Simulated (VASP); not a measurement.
# LaC in VASP: notebook

The runs below take LaC through single point, with r2SCAN, r2SCAN+U.

Program: VASP 6.6.1. These are calculated values, not measurements. Logs are shortened: lines on timing, memory, paths and dates and some standing lists are left out, and cuts for length are marked.

### 1 The cell of the first run

The structure is tetragonal, space group I4mm (No. 107). Conventional cell: a = 3.850 Å, b = 3.850 Å, c = 5.444 Å, α = 90.00°, β = 90.00°, γ = 90.00°. La (site symmetry 4mm) has 6 C at 2.70 to 2.74 Å within 3.6 Å. Within 3.6 Å of C (site symmetry 4mm) lie 6 La at 2.70 to 2.74 Å.

### 2 Single point, r2SCAN (atom 1 (La) moved 0.02 Å along z)

Input file POSCAR:

```
LaC
1.0
    0.0000000000      2.7220337006      2.7220337006
    2.7220337006      0.0000000000      2.7220337006
    2.7220337006      2.7220337006      0.0000000000
La C
1 1
Direct
    0.5036737238      0.5036737238      0.4963262762
    0.0000000000      0.0000000000      0.0000000000
```

Input file INCAR.step1:

```
ALGO = Normal ; EDIFF = 1E-4
ENCUT = 520 ; GGA = PE
ISMEAR = 0 ; LASPH = True
LCHARG = False ; LREAL = False
LWAVE = True ; NBANDS = 14
NELM = 60 ; PREC = Accurate
SIGMA = 0.05
```

Input file INCAR.step2:

```
ALGO = Normal ; EDIFF = 1E-7
ENCUT = 520 ; ISIF = 2
ISMEAR = 0 ; ISTART = 1
LASPH = True ; LCHARG = True
LELF = True ; LMIXTAU = True
LREAL = False ; LVHAR = True
LWAVE = False ; METAGGA = R2SCAN
NBANDS = 14 ; NELM = 60
PREC = Accurate ; SIGMA = 0.05
```

Input file KPOINTS:

```
k-points
0
Gamma
  12 12 12
```

Potentials or basis: VASP PAW PBE potentials, release 64 (La, C).

Started as:

```
> cat potpaw_PBE.64/La/POTCAR potpaw_PBE.64/C/POTCAR > POTCAR
> cp INCAR.step1 INCAR
> mpirun -np 1 vasp_std > vasp.out
> cp INCAR.step2 INCAR
> mpirun -np 1 vasp_std > vasp.out
```

OUTCAR:

```text
EDIFF = 1E-7
   ENCUT = 520
   ISIF = 2
   ISMEAR = 0
   ISTART = 1
   LASPH = True
   LREAL = False
   METAGGA = R2SCAN
   NELM = 60
   PREC = Accurate

 ion  position               nearest neighbor table
   1  0.504  0.504  0.496-   2 2.70   2 2.72   2 2.72   2 2.72   2 2.72   2 2.74
   2  0.000  0.000  0.000-   1 2.70   1 2.72   1 2.72   1 2.72   1 2.72   1 2.74

  LATTYP: Found a face centered cubic cell.
 ALAT       =     5.4440674012

  Lattice vectors:

 A1 = (   0.0000000000,   2.7220337006,   2.7220337006)
 A2 = (   2.7220337006,   0.0000000000,   2.7220337006)
 A3 = (   2.7220337006,   2.7220337006,   0.0000000000)

Analysis of symmetry for initial positions (statically):
=====================================================================
 Subroutine PRICEL returns:
 Original cell was already a primitive cell.

 Routine SETGRP: Setting up the symmetry group for a
 face centered cubic supercell.

 Subroutine GETGRP returns: Found  8 space group operations
 (whereof  8 operations were pure point group operations)
 out of a pool of 48 trial point group operations.

The static configuration has the point symmetry C_4v.

Analysis of symmetry for dynamics (positions and initial velocities):
=====================================================================
 Subroutine PRICEL returns:
 Original cell was already a primitive cell.

 Routine SETGRP: Setting up the symmetry group for a
 face centered cubic supercell.

 Subroutine GETGRP returns: Found  8 space group operations
 (whereof  8 operations were pure point group operations)
 out of a pool of 48 trial point group operations.

The dynamic configuration has the point symmetry C_4v.

 Subroutine INISYM returns: Found  8 space group operations
 (whereof  8 operations are pure point group operations),
 and found     1 'primitive' translations

----------------------------------------------------------------------------------------

                                     Primitive cell

  volume of cell :      40.3376

  direct lattice vectors                    reciprocal lattice vectors
     0.000000000  2.722033701  2.722033701    -0.183686190  0.183686190  0.183686190
     2.722033701  0.000000000  2.722033701     0.183686190 -0.183686190  0.183686190
     2.722033701  2.722033701  0.000000000     0.183686190  0.183686190 -0.183686190

  length of vectors
     3.849536977  3.849536977  3.849536977     0.318153814  0.318153814  0.318153814

  position of ions in fractional coordinates (direct lattice)
     0.503673724  0.503673724  0.496326276
     0.000000000  0.000000000  0.000000000

  ion indices of the primitive-cell ions
   primitive index   ion index
                 1           1
                 2           2

----------------------------------------------------------------------------------------

 KPOINTS: k-points

Automatic generation of k-mesh.
 Grid dimensions read from file:
 generate k-points for:   12   12   12

 Generating k-lattice:

  Cartesian coordinates                     Fractional coordinates (reciprocal lattice)
    -0.015307183  0.015307183  0.015307183     0.083333333  0.000000000  0.000000000
     0.015307183 -0.015307183  0.015307183     0.000000000  0.083333333  0.000000000
     0.015307183  0.015307183 -0.015307183     0.000000000  0.000000000  0.083333333

  Length of vectors
     0.026512818  0.026512818  0.026512818

  Shift w.r.t. Gamma in fractional coordinates (k-lattice)
     0.000000000  0.000000000  0.000000000

 Subroutine IBZKPT returns following result:
 ===========================================

 Found    163 irreducible k-points:

 Following reciprocal coordinates:
            Coordinates               Weight
  0.000000  0.000000  0.000000      1.000000
  0.083333  0.000000  0.000000      8.000000
  0.166667  0.000000  0.000000      8.000000
  0.250000  0.000000  0.000000      8.000000
  0.333333  0.000000  0.000000      8.000000
  0.416667  0.000000  0.000000      8.000000
[... 16 lines left out ...]
  0.000000 -0.333333  0.083333     16.000000
 -0.250000  0.083333  0.000000      8.000000
 [... further k-points ...]
   k-points           NKPTS =    163   k-points in BZ     NKDIM =    163   number of bands    NBANDS=     14
   number of dos      NEDOS =    301   number of ions     NIONS =      2
   total plane-waves  NPLWV =  27000
   dimension x,y,z NGX =    30 NGY =   30 NGZ =   30
   dimension x,y,z NGXF=    60 NGYF=   60 NGZF=   60
   ions per type =               1   1
   NGX,Y,Z   is equivalent  to a cutoff of  12.96, 12.96, 12.96 a.u.
   NGXF,Y,Z  is equivalent  to a cutoff of  25.91, 25.91, 25.91 a.u.
 SYSTEM =  unknown system
   PREC   = accura    normal or accurate (medium, high low for compatibility)
   ISTART =      1    job   : 0-new  1-cont  2-samecut
   ICHARG =      0    charge: 1-file 2-atom 10-const
   ISPIN  =      1    spin polarized calculation?
   LNONCOLLINEAR =      F non collinear calculations
   LSORBIT =      F    spin-orbit coupling
   LASPH  =      T    aspherical Exc in radial PAW
   ENCUT  =  520.0 eV  38.22 Ry    6.18 a.u.   7.16  7.16  7.16*2*pi/ulx,y,z
   NELM   =     60;   NELMIN=  2; NELMDL=  0     # of ELM steps
   EDIFF  = 0.1E-06   stopping-criterion for ELM
   LREAL  =      F    real-space projection
   EDIFFG = 0.1E-05   stopping-criterion for IOM
   NSW    =      0    number of steps for IOM
   IBRION =     -1    ionic relax: 0-MD 1-quasi-New 2-CG
   NFREE  =      0    steps in history (QN), initial steepest desc. (CG)
   ISIF   =      2    stress and relaxation
   ISYM   =      2    0-nonsym 1-usesym 2-fastsym
   POTIM  = 0.5000    time-step for ionic-motion
   TEBEG  =    0.0;   TEEND  =   0.0 temperature during run
   PSTRESS=    0.0 pullay stress
   NELECT =      15.0000    total number of electrons
   NUPDOWN=      -1.0000    fix difference up-down
   EMIN   =  10.00;   EMAX   =-10.00  energy-range for DOS
   EFERMI =   0.00;   METHOD = LEGACY
   ISMEAR =     0;   SIGMA  =   0.05  broadening in eV -4-tet -1-fermi 0-gaus
   EFERMI_NEDOS =   21; number of points for ismear=-14 and -15
   IALGO  =     38    algorithm
   IMIX   =      4    mixing-type and parameters
     AMIX     =   0.40;   BMIX     =  1.00
     AMIX_MAG =   1.60;   BMIX_MAG =  1.00
  volume/ion in A,a.u.               =      20.17       136.11
  Fermi-wavevector in a.u.,A,eV,Ry     =   1.177249  2.224678 18.856529  1.385916
  Thomas-Fermi vector in A             =   2.313599
   LORBIT       =      0    0 simple, 1 ext, 2 COOP (PROOUT), +10 PAW based schemes
   METAGGA = R2SCAN    functional components
   LHFCALC =     F    Hartree Fock is set to
   AEXX    =    0.0000 exact exchange contribution
   IVDW    =     0    specifies the selected vdW correction
   LEPSILON=     F    determine dielectric tensor
   LRPA    =     F    only Hartree local field effects (RPA)
 non-spin polarized calculation
 Gauss-broadening in eV      SIGMA  =   0.05
  energy-cutoff  :      520.00
  volume of cell :       40.34
 maximum number of plane-waves:      1106
 NGX is ok and might be reduce to    30
   NGX = 15   NGY = 15   NGZ = 15

 number of electron      15.0000000 magnetization

 Free energy of the ion-electron system (eV)
  ---------------------------------------------------
  ext. energy  EPLUGINS =         0.00000000
  ---------------------------------------------------
  free energy    TOTEN  =       -39.17192026 eV

  energy without entropy =      -39.16807171  energy(sigma->0) =      -39.16999598

 E-fermi :   7.2661     XC(G=0): -10.9628

 val. band max:        7.2437828441   @ k =   0.5000   0.1667  -0.3333
 cond. band min:       7.2674659379   @ k =   0.0833  -0.4167   0.4167
 fundamental gap:      0.0236830938
 Fermi energy:         7.2661044530

 k-point     1 :       0.0000    0.0000    0.0000
  band No.  band energies     occupation
      1     -25.0573      2.00000
      2      -7.8208      2.00000
      3      -7.8203      2.00000
      4      -7.8203      2.00000
      5      -2.0183      2.00000
      6       7.7647      0.00000
      7       7.7647      0.00000
      8       7.7652      0.00000
      9      10.1952      0.00000
     10      10.1964      0.00000
     11      10.1964      0.00000
     12      10.7498      0.00000
     13      11.8065      0.00000
     14      11.8065      0.00000

 k-point     2 :       0.0833    0.0000    0.0000
  band No.  band energies     occupation
      1     -25.0460      2.00000
      2      -7.9531      2.00000
      3      -7.8278      2.00000
      4      -7.8276      2.00000
      5      -1.8630      2.00000
      6       7.4654      0.00000
      7       7.5655      0.00000
      8       7.5700      0.00000
      9      10.0298      0.00000
     10      10.2995      0.00000
     11      10.3001      0.00000
     12      11.0165      0.00000
     13      11.7650      0.00000
     14      11.7655      0.00000

 k-point     3 :       0.1667    0.0000    0.0000
  band No.  band energies     occupation
      1     -25.0147      2.00000
      2      -8.2873      2.00000
      3      -7.8475      2.00000
      4      -7.8473      2.00000
      5      -1.4642      2.00000
      6       6.7731      2.00000
      7       7.1072      1.99999
      8       7.1099      1.99999
      9       9.9375      0.00000
     10      10.5619      0.00000
     11      10.5622      0.00000
     12      11.3564      0.00000
     13      11.7054      0.00000
     14      11.7059      0.00000
[... 324 lines left out ...]
 k-point    23 :       0.0000   -0.3333    0.0833
  band No.  band energies     occupation
      1     -24.9094      2.00000
      2      -9.1309      2.00000
      3      -8.0073      2.00000
      4      -7.8931      2.00000
      5      -0.4075      2.00000
      6       5.1211      2.00000
      7       5.9955      2.00000
      8       6.4048      2.00000
      9      10.4431      0.00000
     10      11.0276      0.00000
     11      11.2100      0.00000
     12      11.6242      0.00000
     13      11.6788      0.00000
     14      11.6829      0.00000

 k-point    24 :      -0.2500    0.0833    0.0000
  band No.  band energies     occupation
      1     -24.9495      2.00000
      2      -8.8197      2.00000
      3      -7.9851      2.00000
      4      -7.8576      2.00000
      5      -0.7861      2.00000
      6       5.6324      2.00000
      7       6.2732      2.00000
      8       6.8218      2.00000
      9      10.0782      0.00000
     10      10.8037      0.00000
     11      11.1559      0.00000
     12      11.5968      0.00000
     13      11.6308      0.00000
     14      11.6885      0.00000

 [... further k-points ...]
[... 5 lines left out ...]
  --------------------------------------------------------------------------------------
  -------------------------------------------------------------------------------------
  Total       -0.0338359     -0.0338359     -0.0434437      0.0000000      0.0000000      0.0000000
  in kB       -1.3439345     -1.3439345     -1.7255460      0.0000000      0.0000000      0.0000000
  external PRESSURE =      -1.4711383 kB  Pullay stress =       0.0000000 kB

 VOLUME and BASIS-vectors are now :
 -----------------------------------------------------------------------------
  energy-cutoff  :      520.00
  volume of cell :       40.34
      direct lattice vectors                 reciprocal lattice vectors
     0.000000000  2.722033701  2.722033701    -0.183686190  0.183686190  0.183686190
     2.722033701  0.000000000  2.722033701     0.183686190 -0.183686190  0.183686190
     2.722033701  2.722033701  0.000000000     0.183686190  0.183686190 -0.183686190

 POSITION                                       TOTAL-FORCE (eV/Angst)
 -----------------------------------------------------------------------------------
      2.72203      2.72203      2.74203         0.000000      0.000000     -0.020019
      0.00000      0.00000      0.00000         0.000000      0.000000      0.020019
 -----------------------------------------------------------------------------------
    total drift:                               -0.000000     -0.000000     -0.002483

  FREE ENERGIE OF THE ION-ELECTRON SYSTEM (eV)
  ---------------------------------------------------
  free  energy   TOTEN  =       -39.1719202579 eV

  energy  without entropy=      -39.1680717107  energy(sigma->0) =      -39.16999598
```

It took 7.4 min on 1 thread of Intel Xeon 6975P-C (Granite Rapids), shared host; peak memory 0.27 GiB.

Results:

```yaml
Free_energy: -39.1719 eV
Pressure: -0.1 GPa
Largest_force: 0.020 eV/Å
```

Forces on the atoms (eV/Å):
```
La   0.000  0.000 -0.020
C    0.000  0.000  0.020
```

Caveat: the cell differs from its parent crystal (atom 1 (La) moved 0.02 Å along z); the PAW data sets were made with another functional, which shifts forces and pressure a little; spin-orbit coupling is left out, which moves the levels of the heavy elements.

### 3 Single point, r2SCAN

This run uses another cell than the first one, of 20.37 Å³/atom, 1.010 times its volume.

Input file POSCAR:

```
LaC
1.0
    0.0000000000      2.7220337006      2.7492540376
    2.7220337006      0.0000000000      2.7492540376
    2.7220337006      2.7220337006      0.0000000000
La C
1 1
Direct
    0.5000000000      0.5000000000      0.5000000000
    0.0000000000      0.0000000000      0.0000000000
```

Input file INCAR.step1:

```
SYSTEM = LaC
PREC = Accurate
ENCUT = 520
ISMEAR = 0
SIGMA = 0.05
LREAL = .False.
LASPH = .True.
NELM = 80
NBANDS = 14
GGA = PE
ALGO = Normal
EDIFF = 1E-4
LWAVE = .True.
LCHARG = .False.
```

Input file INCAR.step2:

```
SYSTEM = LaC
PREC = Accurate
ENCUT = 520
EDIFF = 1E-6
ISMEAR = 0
SIGMA = 0.05
LREAL = .False.
LASPH = .True.
NELM = 80
ALGO = Normal
ISIF = 2
LWAVE = .False.
LCHARG = .False.
METAGGA = R2SCAN
LMIXTAU = .True.
NBANDS = 14
ISTART = 1
```

Input file KPOINTS:

```
regular mesh
0
Gamma
  12 12 12
  0 0 0
```

Potentials or basis: VASP PAW PBE potentials, release 64 (La, C).

Started as:

```
> cat potpaw_PBE.64/La/POTCAR potpaw_PBE.64/C/POTCAR > POTCAR
> cp INCAR.step1 INCAR
> mpirun -np 1 vasp_std > vasp.out
> cp INCAR.step2 INCAR
> mpirun -np 1 vasp_std > vasp.out
```

It took 4.6 min on 1 thread of Intel Xeon 6975P-C (Granite Rapids), shared host; peak memory 0.27 GiB.

The run converged. Its results:

| Property | Result |
| --- | --- |
| Free energy | -39.1717 eV |
| Pressure | -1.0 GPa |

Stress tensor (GPa, compression positive):
```
-1.34  0.00  0.00
 0.00 -1.34  0.00
 0.00  0.00 -0.26
```

Levels at points of the mesh, in eV from the Fermi level:
```csv
k point,band 5,band 6,band 7,band 8,band 9,band 10,band 11,band 12
"(0.00, 0.00, 0.00)",-9.27,0.49,0.52,0.52,2.86,2.96,2.96,3.46
"(0.50, 0.00, 0.00)",-7.30,-2.61,-1.41,-1.41,3.63,3.90,3.91,4.36
"(0.50, 0.50, 0.00)",-9.24,0.32,0.51,0.69,0.69,4.04,4.12,4.22
"(0.50, 0.00, 0.50)",-9.25,0.31,0.60,0.65,0.71,4.03,4.10,4.22
```

Caveat: the PAW data sets were made with another functional, which shifts forces and pressure a little; spin-orbit coupling is left out, which moves the levels of the heavy elements.

[end of part 1 of 2]
